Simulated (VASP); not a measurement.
# KCl in VASP: settings compared

The runs below take KCl through single point, with PBE-based screened hybrid with 25 % exact exchange, PBE.

Everything below comes from runs of VASP 6.6.1. Logs are shortened: lines on timing, memory, paths and dates and some standing lists are left out, and cuts for length are marked.

## Step 1: The cell of the first run

It takes space group Fm-3m (No. 225, cubic). The conventional cell has a = 6.293 Å, b = 6.293 Å, c = 6.293 Å, α = 90.00°, β = 90.00°, γ = 90.00°. K (site symmetry m-3m) has 6 Cl at 3.15 Å within 4.1 Å. Cl (site symmetry m-3m) has 6 K at 3.15 Å within 4.1 Å.

## Step 2: Single point, PBE-based screened hybrid with 25 % exact exchange

Input file POSCAR:

```
KCl
1.0
    0.0000000000      3.1464700000      3.1464700000
    3.1464700000      0.0000000000      3.1464700000
    3.1464700000      3.1464700000      0.0000000000
K Cl
1 1
Direct
    0.0000000000      0.0000000000      0.0000000000
    0.5000000000      0.5000000000      0.5000000000
```

Input file INCAR.step1:

```
ALGO = Normal
EDIFF = 1E-5
ENCUT = 520
GGA = PE
ISIF = 2
ISMEAR = -1
LASPH = True
LCHARG = False
LREAL = False
LWAVE = True
NBANDS = 15
NELM = 80
PREC = Accurate
SIGMA = 0.05
```

Input file INCAR.step2:

```
AEXX = 0.25
ALGO = Normal
EDIFF = 1E-7
ENCUT = 520
GGA = PE
HFSCREEN = 0.2
ISIF = 2
ISMEAR = -1
ISTART = 1
LASPH = True
LCHARG = False
LHFCALC = True
LREAL = False
LWAVE = False
NBANDS = 15
NELM = 80
PREC = Accurate
PRECFOCK = Normal
SIGMA = 0.05
```

Input file KPOINTS:

```
k-points
0
Gamma
  4 4 4
```

Potentials or basis: VASP PAW PBE potentials, release 64 (K_sv, Cl).

Started as:

```sh
> cat potpaw_PBE.64/K_sv/POTCAR potpaw_PBE.64/Cl/POTCAR > POTCAR
> cp INCAR.step1 INCAR
> mpirun -np 1 vasp_std > vasp.out
> cp INCAR.step2 INCAR
> mpirun -np 1 vasp_std > vasp.out
```

OUTCAR:

```text
AEXX = 0.25
   EDIFF = 1E-7
   ENCUT = 520
   GGA = PE
   HFSCREEN = 0.2
   ISIF = 2
   ISMEAR = -1
   ISTART = 1
   LASPH = True
   LHFCALC = True
   LREAL = False
   NELM = 80
   PREC = Accurate
   PRECFOCK = Normal

 ion  position               nearest neighbor table
   1  0.000  0.000  0.000-   2 3.15   2 3.15   2 3.15   2 3.15   2 3.15   2 3.15
   2  0.500  0.500  0.500-   1 3.15   1 3.15   1 3.15   1 3.15   1 3.15   1 3.15

  LATTYP: Found a face centered cubic cell.
 ALAT       =     6.2929400000

  Lattice vectors:

 A1 = (   0.0000000000,   3.1464700000,   3.1464700000)
 A2 = (   3.1464700000,   0.0000000000,   3.1464700000)
 A3 = (   3.1464700000,   3.1464700000,   0.0000000000)

Analysis of symmetry for initial positions (statically):
=====================================================================
 Subroutine PRICEL returns:
 Original cell was already a primitive cell.

 Routine SETGRP: Setting up the symmetry group for a
 face centered cubic supercell.

 Subroutine GETGRP returns: Found 48 space group operations
 (whereof 48 operations were pure point group operations)
 out of a pool of 48 trial point group operations.

The static configuration has the point symmetry O_h .

Analysis of symmetry for dynamics (positions and initial velocities):
=====================================================================
 Subroutine PRICEL returns:
 Original cell was already a primitive cell.

 Routine SETGRP: Setting up the symmetry group for a
 face centered cubic supercell.

 Subroutine GETGRP returns: Found 48 space group operations
 (whereof 48 operations were pure point group operations)
 out of a pool of 48 trial point group operations.

The dynamic configuration has the point symmetry O_h .

 Subroutine INISYM returns: Found 48 space group operations
 (whereof 48 operations are pure point group operations),
 and found     1 'primitive' translations

----------------------------------------------------------------------------------------

                                     Primitive cell

  volume of cell :      62.3018

  direct lattice vectors                    reciprocal lattice vectors
     0.000000000  3.146470000  3.146470000    -0.158908237  0.158908237  0.158908237
     3.146470000  0.000000000  3.146470000     0.158908237 -0.158908237  0.158908237
     3.146470000  3.146470000  0.000000000     0.158908237  0.158908237 -0.158908237

  length of vectors
     4.449780548  4.449780548  4.449780548     0.275237140  0.275237140  0.275237140

  position of ions in fractional coordinates (direct lattice)
     0.000000000  0.000000000  0.000000000
     0.500000000  0.500000000  0.500000000

  ion indices of the primitive-cell ions
   primitive index   ion index
                 1           1
                 2           2

----------------------------------------------------------------------------------------

 KPOINTS: k-points

Automatic generation of k-mesh.
 Grid dimensions read from file:
 generate k-points for:    4    4    4

 Generating k-lattice:

  Cartesian coordinates                     Fractional coordinates (reciprocal lattice)
    -0.039727059  0.039727059  0.039727059     0.250000000  0.000000000  0.000000000
     0.039727059 -0.039727059  0.039727059     0.000000000  0.250000000  0.000000000
     0.039727059  0.039727059 -0.039727059     0.000000000  0.000000000  0.250000000

  Length of vectors
     0.068809285  0.068809285  0.068809285

  Shift w.r.t. Gamma in fractional coordinates (k-lattice)
     0.000000000  0.000000000  0.000000000

 Subroutine IBZKPT returns following result:
 ===========================================

 Found      8 irreducible k-points:

 Following reciprocal coordinates:
            Coordinates               Weight
  0.000000  0.000000  0.000000      1.000000
  0.250000  0.000000  0.000000      8.000000
  0.500000  0.000000  0.000000      4.000000
  0.250000  0.250000  0.000000      6.000000
  0.500000  0.250000  0.000000     24.000000
 -0.250000  0.250000  0.000000     12.000000
  0.500000  0.500000  0.000000      3.000000
 -0.250000  0.500000  0.250000      6.000000
   k-points           NKPTS =      8   k-points in BZ     NKDIM =     64   number of bands    NBANDS=     15
   number of dos      NEDOS =    301   number of ions     NIONS =      2
   total plane-waves  NPLWV =  46656
   dimension x,y,z NGX =    36 NGY =   36 NGZ =   36
   dimension x,y,z NGXF=    72 NGYF=   72 NGZF=   72
   ions per type =               1   1
   NGX,Y,Z   is equivalent  to a cutoff of  13.45, 13.45, 13.45 a.u.
   NGXF,Y,Z  is equivalent  to a cutoff of  26.90, 26.90, 26.90 a.u.
 SYSTEM =  unknown system
   PREC   = accura    normal or accurate (medium, high low for compatibility)
   ISTART =      1    job   : 0-new  1-cont  2-samecut
   ICHARG =      0    charge: 1-file 2-atom 10-const
   ISPIN  =      1    spin polarized calculation?
   LNONCOLLINEAR =      F non collinear calculations
   LSORBIT =      F    spin-orbit coupling
   LASPH  =      T    aspherical Exc in radial PAW
   ENCUT  =  520.0 eV  38.22 Ry    6.18 a.u.   8.27  8.27  8.27*2*pi/ulx,y,z
   NELM   =     80;   NELMIN=  2; NELMDL=  0     # of ELM steps
   EDIFF  = 0.1E-06   stopping-criterion for ELM
   LREAL  =      F    real-space projection
   EDIFFG = 0.1E-05   stopping-criterion for IOM
   NSW    =      0    number of steps for IOM
   IBRION =     -1    ionic relax: 0-MD 1-quasi-New 2-CG
   NFREE  =      0    steps in history (QN), initial steepest desc. (CG)
   ISIF   =      2    stress and relaxation
   ISYM   =      3    0-nonsym 1-usesym 2-fastsym
   POTIM  = 0.5000    time-step for ionic-motion
   TEBEG  =    0.0;   TEEND  =   0.0 temperature during run
   PSTRESS=    0.0 pullay stress
   NELECT =      16.0000    total number of electrons
   NUPDOWN=      -1.0000    fix difference up-down
   EMIN   =  10.00;   EMAX   =-10.00  energy-range for DOS
   EFERMI =   0.00;   METHOD = LEGACY
   ISMEAR =    -1;   SIGMA  =   0.05  broadening in eV -4-tet -1-fermi 0-gaus
   EFERMI_NEDOS =   21; number of points for ismear=-14 and -15
   IALGO  =     38    algorithm
   IMIX   =      1    mixing-type and parameters
     AMIX     =   0.40;   BMIX     =  1.00
     AMIX_MAG =   1.60;   BMIX_MAG =  1.00
  volume/ion in A,a.u.               =      31.15       210.22
  Fermi-wavevector in a.u.,A,eV,Ry     =   1.040594  1.966437 14.732871  1.082835
  Thomas-Fermi vector in A             =   2.175177
   LORBIT       =      0    0 simple, 1 ext, 2 COOP (PROOUT), +10 PAW based schemes
   GGA     = PE    functional components
   LHFCALC =     T    Hartree Fock is set to
   PRECFOCK=normal    Normal, Fast or Accurate (Low or Medium for compatibility)
   ENCUT4O =  -1.0   cutoff for four orbital integrals eV
   NKREDX  =     1    reduce k-point grid by
   NKREDY  =     1    reduce k-point grid by
   NKREDZ  =     1    reduce k-point grid by
   AEXX    =    0.2500 exact exchange contribution
   HFSCREEN=    0.2000 screening length (either q_TF or 0.3 A-1)
   HFSCREENC=   0.2000 screening length for correlation (either q_TF or 0.3 A-1)
   ENCUTFOCK=  -1.0 apply spherical cutoff to Coloumb kernel
   IVDW    =     0    specifies the selected vdW correction
   LEPSILON=     F    determine dielectric tensor
   LRPA    =     F    only Hartree local field effects (RPA)
 non-spin polarized calculation
  energy-cutoff  :      520.00
  volume of cell :       62.30
 maximum number of plane-waves:      1700
 NGX is ok and might be reduce to    36
  NGX = 28; NGY = 28; NGZ = 28

 number of electron      16.0000001 magnetization

 Free energy of the ion-electron system (eV)
  ---------------------------------------------------
  ext. energy  EPLUGINS =         0.00000000
  ---------------------------------------------------
  free energy    TOTEN  =        -7.88160164 eV

  energy without entropy =       -7.88160164  energy(sigma->0) =       -7.88160164

 E-fermi :  -1.7216     XC(G=0):  -6.2955

 val. band max:       -2.8439967640   @ k =   0.0000   0.0000   0.0000
 cond. band min:       3.6754293634   @ k =   0.0000   0.0000   0.0000
 fundamental gap:      6.5194261273
 Fermi energy:        -1.7215826374

 k-point     1 :       0.0000    0.0000    0.0000
  band No.  band energies     occupation
      1     -32.1088      2.00000
      2     -16.1097      2.00000
      3     -14.2162      2.00000
      4     -14.2162      2.00000
      5     -14.2162      2.00000
      6      -2.8440      2.00000
      7      -2.8440      2.00000
      8      -2.8440      2.00000
      9       3.6754      0.00000
     10       7.0962      0.00000
     11       7.0962      0.00000
     12       7.0962      0.00000
     13       8.1041      0.00000
     14       8.1041      0.00000
     15      11.4274      0.00000

 k-point     2 :       0.2500    0.0000    0.0000
  band No.  band energies     occupation
      1     -32.1033      2.00000
      2     -16.1910      2.00000
      3     -14.2196      2.00000
      4     -14.2196      2.00000
      5     -14.1000      2.00000
      6      -3.4464      2.00000
      7      -3.0169      2.00000
      8      -3.0169      2.00000
      9       4.9575      0.00000
     10       6.8051      0.00000
     11       7.8976      0.00000
     12       7.8976      0.00000
     13       8.9415      0.00000
     14       8.9415      0.00000
     15      12.5992      0.00000
[... 77 lines left out ...]
      3     -14.3626      2.00000
      4     -14.2739      2.00000
      5     -14.2739      2.00000
      6      -3.5451      2.00000
      7      -3.0852      2.00000
      8      -3.0852      2.00000
      9       5.0750      0.00000
     10       7.0009      0.00000
     11       8.6726      0.00000
     12       9.2050      0.00000
     13       9.6012      0.00000
     14      10.8163      0.00000
     15      10.8163      0.00000

 k-point     8 :      -0.2500    0.5000    0.2500
  band No.  band energies     occupation
      1     -32.0944      2.00000
      2     -16.0838      2.00000
      3     -14.3179      2.00000
      4     -14.3179      2.00000
      5     -14.1337      2.00000
      6      -3.3524      2.00000
      7      -3.3458      2.00000
      8      -3.3458      2.00000
      9       6.6421      0.00000
     10       6.6421      0.00000
     11       8.1655      0.00000
     12       8.7508      0.00000
     13      10.8463      0.00000
     14      10.8518      0.00000
     15      10.8796      0.00000

------------------------ aborting loop because EDIFF is reached ----------------------------------------

  FORCE on cell =-STRESS in cart. coord.  units (eV):
  Direction    XX          YY          ZZ          XY          YZ          ZX
  --------------------------------------------------------------------------------------
  -------------------------------------------------------------------------------------
  Total        0.1886109      0.1886109      0.1886109     -0.0000000      0.0000000      0.0000000
  in kB        4.8503889      4.8503889      4.8503889     -0.0000000      0.0000000      0.0000000
  external PRESSURE =       4.8503889 kB  Pullay stress =       0.0000000 kB

 VOLUME and BASIS-vectors are now :
 -----------------------------------------------------------------------------
  energy-cutoff  :      520.00
  volume of cell :       62.30
      direct lattice vectors                 reciprocal lattice vectors
     0.000000000  3.146470000  3.146470000    -0.158908237  0.158908237  0.158908237
     3.146470000  0.000000000  3.146470000     0.158908237 -0.158908237  0.158908237
     3.146470000  3.146470000  0.000000000     0.158908237  0.158908237 -0.158908237

 POSITION                                       TOTAL-FORCE (eV/Angst)
 -----------------------------------------------------------------------------------
      0.00000      0.00000      0.00000         0.000000      0.000000     -0.000000
      3.14647      3.14647      3.14647         0.000000     -0.000000      0.000000
 -----------------------------------------------------------------------------------
    total drift:                               -0.000001     -0.000000     -0.000002

  FREE ENERGIE OF THE ION-ELECTRON SYSTEM (eV)
  ---------------------------------------------------
  free  energy   TOTEN  =        -7.8816016355 eV

  energy  without entropy=       -7.8816016354  energy(sigma->0) =       -7.88160164
```

Wall time 7.5 min (1 thread of Intel Xeon Platinum 8259CL at 2.50GHz (Skylake/Cascade Lake), shared host); peak memory 0.31 GiB.

Results:

* Free energy: -7.8816 eV
* Pressure: 0.5 GPa
* Band gap on the k mesh: 6.52 eV

Levels at points of the mesh, in eV from the valence-band top:
```csv
k point,band 5,band 6,band 7,band 8,band 9,band 10,band 11,band 12
"(0.00, 0.00, 0.00)",-11.37,0.00,0.00,0.00,6.52,9.94,9.94,9.94
"(0.50, 0.00, 0.00)",-11.15,-1.10,-0.34,-0.34,8.92,10.12,12.34,12.34
"(0.50, 0.50, 0.00)",-11.43,-0.70,-0.24,-0.24,7.92,9.84,11.52,12.05
```

Caveat: the k points lie up to 0.43 Å⁻¹ apart; the PAW data sets were made with another functional, which shifts forces and pressure a little.

[end of part 1 of 2]
